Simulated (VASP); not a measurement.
# Ni3Hg (Pm-3m) in VASP: further runs

The runs below take Ni3Hg through single point, with PBEsol.

Program: VASP 6.6.1. These are calculated values, not measurements. Logs are shortened: lines on timing, memory, paths and dates and some standing lists are left out, and cuts for length are marked.

### 1 The cell of the first run

It takes space group Pm-3m (No. 221, cubic). Conventional cell: a = 3.642 Å, b = 3.642 Å, c = 3.642 Å, α = 90.00°, β = 90.00°, γ = 90.00°. Ni (site symmetry 4/mmm) has 8 Ni at 2.58 Å and 4 Hg at 2.58 Å within 3.4 Å. Within 3.4 Å of Hg (site symmetry m-3m) lie 12 Ni at 2.58 Å.

### 2 Single point, PBEsol, collinear spin, ferromagnetic start

INCAR reads:

```
SYSTEM = Ni3Hg
PREC = Accurate
ENCUT = 520
EDIFF = 1E-6
ISMEAR = -1
SIGMA = 0.1
LREAL = .FALSE.
LASPH = .TRUE.
NELM = 150
ALGO = Normal
ISIF = 2
LWAVE = .FALSE.
LCHARG = .TRUE.
ISPIN = 2
MAGMOM = 1.5 1.5 1.5 0
LORBIT = 11
LMAXMIX = 4
GGA = PS
LELF = .TRUE.
LVHAR = .TRUE.
NBANDS = 33
```

KPOINTS reads:

```
Automatic mesh
0
G
  6 6 6
  0 0 0
```

POSCAR reads:

```
Ni3Hg
1.0
    3.6422585938      0.0000000000      0.0000000000
    0.0000000000      3.6422585938      0.0000000000
    0.0000000000      0.0000000000      3.6422585938
Ni Hg
3 1
Direct
    0.0000000000      0.5000000000      0.5000000000
    0.5000000000      0.0000000000      0.5000000000
    0.5000000000      0.5000000000      0.0000000000
    0.0000000000      0.0000000000      0.0000000000
```

Potentials or basis: VASP PAW PBE potentials, release 64 (Ni, Hg).

The run is started by

```bash
> cat potpaw_PBE.64/Ni/POTCAR potpaw_PBE.64/Hg/POTCAR > POTCAR
> mpirun -np 1 vasp_std > vasp.out
```

OUTCAR:

```text
SYSTEM = Ni3Hg
   PREC = Accurate
   ENCUT = 520
   EDIFF = 1E-6
   ISMEAR = -1
   LREAL = .FALSE.
   LASPH = .TRUE.
   NELM = 150
   ISIF = 2
   ISPIN = 2
   LORBIT = 11
   GGA = PS

 ion  position               nearest neighbor table
   1  0.000  0.500  0.500-   2 2.58   3 2.58   4 2.58   3 2.58   4 2.58   2 2.58   4 2.58   4 2.58
                             2 2.58   3 2.58   3 2.58   2 2.58
   2  0.500  0.000  0.500-   1 2.58   3 2.58   4 2.58   3 2.58   4 2.58   1 2.58   3 2.58   3 2.58
                             1 2.58   4 2.58   4 2.58   1 2.58
   3  0.500  0.500  0.000-   1 2.58   2 2.58   4 2.58   1 2.58   2 2.58   2 2.58   4 2.58   2 2.58
                             1 2.58   4 2.58   1 2.58   4 2.58
   4  0.000  0.000  0.000-   1 2.58   2 2.58   3 2.58   1 2.58   2 2.58   1 2.58   3 2.58   1 2.58
                             2 2.58   3 2.58   2 2.58   3 2.58

  LATTYP: Found a simple cubic cell.
 ALAT       =     3.6422585938

  Lattice vectors:

 A1 = (   3.6422585938,   0.0000000000,   0.0000000000)
 A2 = (   0.0000000000,   3.6422585938,   0.0000000000)
 A3 = (   0.0000000000,   0.0000000000,   3.6422585938)

Analysis of symmetry for initial positions (statically):
=====================================================================
 Subroutine PRICEL returns:
 Original cell was already a primitive cell.

 Routine SETGRP: Setting up the symmetry group for a
 simple cubic supercell.

 Subroutine GETGRP returns: Found 48 space group operations
 (whereof 48 operations were pure point group operations)
 out of a pool of 48 trial point group operations.

The static configuration has the point symmetry O_h .

Analysis of symmetry for dynamics (positions and initial velocities):
=====================================================================
 Subroutine PRICEL returns:
 Original cell was already a primitive cell.

 Routine SETGRP: Setting up the symmetry group for a
 simple cubic supercell.

 Subroutine GETGRP returns: Found 48 space group operations
 (whereof 48 operations were pure point group operations)
 out of a pool of 48 trial point group operations.

The dynamic configuration has the point symmetry O_h .

Analysis of structural, dynamic, and magnetic symmetry:
=====================================================================
 Subroutine PRICEL returns:
 Original cell was already a primitive cell.

 Routine SETGRP: Setting up the symmetry group for a
 simple cubic supercell.

 Subroutine GETGRP returns: Found 48 space group operations
 (whereof 48 operations were pure point group operations)
 out of a pool of 48 trial point group operations.

The overall configuration has the point symmetry O_h .

[... 127 lines left out ...]
   LRPA    =     F    only Hartree local field effects (RPA)
 spin polarized calculation
  energy-cutoff  :      520.00
  volume of cell :       48.32
 maximum number of plane-waves:      1328
 NGX is ok and might be reduce to    28
   NGX = 13   NGY = 13   NGZ = 13

 number of electron      42.0000035 magnetization       0.9336163

 Free energy of the ion-electron system (eV)
  ---------------------------------------------------
  ext. energy  EPLUGINS =         0.00000000
  ---------------------------------------------------
  free energy    TOTEN  =       -18.31636266 eV

  energy without entropy =      -18.14624582  energy(sigma->0) =      -18.23130424

 E-fermi :   8.1282     XC(G=0): -13.4104

 val. band max:        8.1203514092   @ k =   0.3333   0.3333   0.1667
 cond. band min:       8.1601108912   @ k =   0.5000   0.3333   0.0000
 fundamental gap:      0.0397594820
 Fermi energy:         8.1282232384

 spin component 1

 k-point     1 :       0.0000    0.0000    0.0000
  band No.  band energies     occupation
      1      -2.2734      1.00000
      2      -0.5102      1.00000
      3      -0.5102      1.00000
      4       0.2042      1.00000
      5       0.2042      1.00000
      6       0.2042      1.00000
[... 709 lines left out ...]
     32      28.1712      0.00000
     33      29.0728      0.00000
 Fermi energy:         8.1282232384

 spin component 2

 k-point     1 :       0.0000    0.0000    0.0000
  band No.  band energies     occupation
      1      -2.2724      1.00000
      2      -0.4973      1.00000
      3      -0.4973      1.00000
      4       0.2226      1.00000
      5       0.2226      1.00000
      6       0.2226      1.00000
[... 709 lines left out ...]
     32      28.1344      0.00000
     33      29.1164      0.00000

------------------------ aborting loop because EDIFF is reached ----------------------------------------

  FORCE on cell =-STRESS in cart. coord.  units (eV):
  Direction    XX          YY          ZZ          XY          YZ          ZX
  --------------------------------------------------------------------------------------
  -------------------------------------------------------------------------------------
  Total        2.7789704      2.7789704      2.7789704      0.0000000     -0.0000000      0.0000000
  in kB       92.1472056     92.1472056     92.1472056      0.0000000     -0.0000000      0.0000000
  external PRESSURE =      92.1472056 kB  Pullay stress =       0.0000000 kB

 VOLUME and BASIS-vectors are now :
 -----------------------------------------------------------------------------
  energy-cutoff  :      520.00
  volume of cell :       48.32
      direct lattice vectors                 reciprocal lattice vectors
     3.642258594  0.000000000  0.000000000     0.274554915  0.000000000  0.000000000
     0.000000000  3.642258594  0.000000000     0.000000000  0.274554915  0.000000000
     0.000000000  0.000000000  3.642258594     0.000000000  0.000000000  0.274554915

 POSITION                                       TOTAL-FORCE (eV/Angst)
 -----------------------------------------------------------------------------------
      0.00000      1.82113      1.82113         0.000000      0.000000      0.000000
      1.82113      0.00000      1.82113         0.000000      0.000000      0.000000
      1.82113      1.82113      0.00000         0.000000      0.000000      0.000000
      0.00000      0.00000      0.00000         0.000000      0.000000      0.000000
 -----------------------------------------------------------------------------------
    total drift:                                0.000000      0.000000      0.000000

  FREE ENERGIE OF THE ION-ELECTRON SYSTEM (eV)
  ---------------------------------------------------
  free  energy   TOTEN  =       -18.3163626631 eV

  energy  without entropy=      -18.1462458250  energy(sigma->0) =      -18.23130424

 total charge

# of ion       s       p       d       tot
------------------------------------------
    1        0.450   0.460   8.412   9.322
    2        0.450   0.460   8.412   9.322
    3        0.450   0.460   8.412   9.322
    4        0.839   0.745   9.283  10.867
--------------------------------------------------
tot          2.188   2.124  34.520  38.832

 magnetization (x)

# of ion       s       p       d       tot
------------------------------------------
    1       -0.001  -0.005   0.325   0.319
    2       -0.001  -0.005   0.325   0.319
    3       -0.001  -0.005   0.325   0.319
    4       -0.000  -0.013   0.005  -0.008
--------------------------------------------------
tot         -0.003  -0.026   0.979   0.950
```

Wall time 34 s (1 thread of Intel Xeon Platinum 8488C (Sapphire Rapids), shared host); peak memory 0.2 GiB.

What came out:

* Free energy: -18.3164 eV
* Pressure: 9.2 GPa
* Net moment: 0.93 μB per cell
* Site moments: Ni +0.32; Hg -0.01 μB
* Valence electrons inside the program's atomic spheres: Ni 9.32; Hg 10.87

Caveat: the cell stands under pressure; the PAW data sets were made with another functional, which shifts forces and pressure a little; spin-orbit coupling is left out, which moves the levels of the heavy elements.

### 3 Single point, PBEsol, collinear spin, ferromagnetic start

This run uses another cell than the first one, of 12.43 Å³/atom.

INCAR reads:

```
SYSTEM = Ni3Hg
  ALGO = Normal
  EDIFF = 1E-6
  ENCUT = 520
  GGA = PS
  ISIF = 2
  ISMEAR = -1
  ISPIN = 2
  LASPH = .True.
  LCHARG = .False.
  LMAXMIX = 4
  LORBIT = 11
  LREAL = .False.
  LWAVE = .False.
  MAGMOM = 1.5 1.5 1.5 0
  NBANDS = 33
  NELM = 150
  PREC = Accurate
  SIGMA = 0.1
```

KPOINTS reads:

```
k-points
0
Gamma
  6 6 6
  0 0 0
```

POSCAR reads:

```
Ni3Hg
1.0
    3.6771148609      0.0000000000      0.0000000000
    0.0000000000      3.6771148609      0.0000000000
    0.0000000000      0.0000000000      3.6771148609
Ni Hg
3 1
Direct
    0.0000000000      0.5000000000      0.5000000000
    0.5000000000      0.0000000000      0.5000000000
    0.5000000000      0.5000000000      0.0000000000
    0.0000000000      0.0000000000      0.0000000000
```

Potentials or basis: VASP PAW PBE potentials, release 64 (Ni, Hg).

The run is started by

```bash
> cat potpaw_PBE.64/Ni/POTCAR potpaw_PBE.64/Hg/POTCAR > POTCAR
> mpirun -np 1 vasp_std > vasp.out
```

Wall time 34 s (1 thread of Intel Xeon Platinum 8488C (Sapphire Rapids), shared host); peak memory 0.2 GiB.

Results (log left out):

```yaml
Free_energy: -18.3703 eV
Pressure: 3.1 GPa
Net_moment: 0.98 μB per cell
Site_moments: Ni +0.34; Hg -0.01 μB
Valence_electrons_inside_the_program's_atomic_spheres: Ni 9.27; Hg 10.82
```

Levels at points of the mesh, in eV from the Fermi level:
Spin up:
```csv
k point,band 18,band 19,band 20,band 21,band 22,band 23,band 24,band 25,band 26,band 27
"(0.00, 0.00, 0.00)",-0.31,-0.17,-0.17,-0.17,1.40,1.40,1.40,6.66,8.51,8.51
"(0.50, 0.00, 0.00)",-1.11,-1.05,-0.76,-0.57,-0.16,6.29,6.29,7.21,7.21,8.15
"(0.50, 0.50, 0.00)",-1.27,-1.01,-0.96,0.14,0.50,0.76,0.76,10.04,10.05,10.73
"(0.50, 0.50, 0.50)",-0.73,-0.70,-0.70,-0.43,-0.31,-0.31,-0.31,2.86,5.06,5.06
```
Spin down:
| k point | band 16 | band 17 | band 18 | band 19 | band 20 | band 21 | band 22 | band 23 | band 24 | band 25 |
| --- | --- | --- | --- | --- | --- | --- | --- | --- | --- | --- |
| (0.00, 0.00, 0.00) | -0.23 | -0.23 | 0.04 | 0.29 | 0.29 | 0.29 | 1.40 | 1.40 | 1.40 | 6.78 |
| (0.50, 0.00, 0.00) | -0.85 | -0.82 | -0.82 | -0.74 | -0.49 | -0.27 | 0.29 | 6.38 | 6.38 | 7.28 |
| (0.50, 0.50, 0.00) | -1.02 | -0.99 | -0.99 | -0.72 | -0.53 | 0.38 | 0.65 | 1.10 | 1.10 | 10.10 |
| (0.50, 0.50, 0.50) | -0.44 | -0.44 | -0.44 | -0.43 | -0.41 | -0.41 | 0.10 | 0.10 | 0.10 | 3.05 |

Caveat: the cell stands under pressure; the PAW data sets were made with another functional, which shifts forces and pressure a little; spin-orbit coupling is left out, which moves the levels of the heavy elements.

### 4 Single point, PBEsol, collinear spin, ferromagnetic start

This run uses another cell than the first one, of 12.78 Å³/atom.

INCAR reads:

```
SYSTEM = Ni3Hg
ALGO = Normal
EDIFF = 1E-7
ENCUT = 520
GGA = PS
ISIF = 2
ISMEAR = -1
ISPIN = 2
LASPH = .True.
LCHARG = .True.
LELF = .True.
LMAXMIX = 4
LORBIT = 11
LREAL = .False.
LVHAR = .True.
LWAVE = .False.
MAGMOM = 1.5 1.5 1.5 0
NBANDS = 33
NELM = 150
PREC = Accurate
SIGMA = 0.1
```

KPOINTS is that of step 3.

POSCAR reads:

```
Ni3Hg
1.0
    3.7113225449      0.0000000000      0.0000000000
    0.0000000000      3.7113225449      0.0000000000
    0.0000000000      0.0000000000      3.7113225449
Ni Hg
3 1
Direct
    0.0000000000      0.5000000000      0.5000000000
    0.5000000000      0.0000000000      0.5000000000
    0.5000000000      0.5000000000      0.0000000000
    0.0000000000      0.0000000000      0.0000000000
```

The run is started by

```bash
> cat potpaw_PBE.64/Ni/POTCAR potpaw_PBE.64/Hg/POTCAR > POTCAR
> mpirun -np 1 vasp_std > vasp.out
```

Run time: 41 s. Hardware: 1 thread of Intel Xeon Platinum 8488C (Sapphire Rapids), shared host; peak memory 0.2 GiB.

Results (log left out):

```yaml
Free_energy: -18.3756 eV
Pressure: -1.9 GPa
Net_moment: 1.02 μB per cell
Site_moments: Ni +0.35; Hg -0.01 μB
Valence_electrons_inside_the_program's_atomic_spheres: Ni 9.22; Hg 10.77
```

Levels at points of the mesh, in eV from the Fermi level:
Spin up:
| k point | band 18 | band 19 | band 20 | band 21 | band 22 | band 23 | band 24 | band 25 |
| --- | --- | --- | --- | --- | --- | --- | --- | --- |
| (0.00, 0.00, 0.00) | -0.32 | -0.19 | -0.19 | -0.19 | 1.41 | 1.41 | 1.41 | 6.42 |
| (0.50, 0.00, 0.00) | -1.08 | -1.03 | -0.77 | -0.57 | -0.19 | 6.16 | 6.16 | 7.06 |
| (0.50, 0.50, 0.00) | -1.23 | -0.98 | -0.95 | 0.10 | 0.43 | 0.71 | 0.71 | 9.81 |
| (0.50, 0.50, 0.50) | -0.73 | -0.70 | -0.70 | -0.36 | -0.32 | -0.32 | -0.32 | 2.70 |
Spin down:
| k point | band 16 | band 17 | band 18 | band 19 | band 20 | band 21 | band 22 | band 23 | band 24 | band 25 |
| --- | --- | --- | --- | --- | --- | --- | --- | --- | --- | --- |
| (0.00, 0.00, 0.00) | -0.22 | -0.22 | 0.05 | 0.29 | 0.29 | 0.29 | 1.41 | 1.41 | 1.41 | 6.54 |
| (0.50, 0.00, 0.00) | -0.81 | -0.78 | -0.78 | -0.70 | -0.48 | -0.25 | 0.29 | 6.25 | 6.25 | 7.12 |
| (0.50, 0.50, 0.00) | -0.96 | -0.94 | -0.94 | -0.68 | -0.50 | 0.35 | 0.59 | 1.07 | 1.07 | 9.87 |
| (0.50, 0.50, 0.50) | -0.43 | -0.43 | -0.43 | -0.40 | -0.40 | -0.37 | 0.11 | 0.11 | 0.11 | 2.90 |

Caveat: the PAW data sets were made with another functional, which shifts forces and pressure a little; spin-orbit coupling is left out, which moves the levels of the heavy elements.

(Part 1 of 2 ends here.)
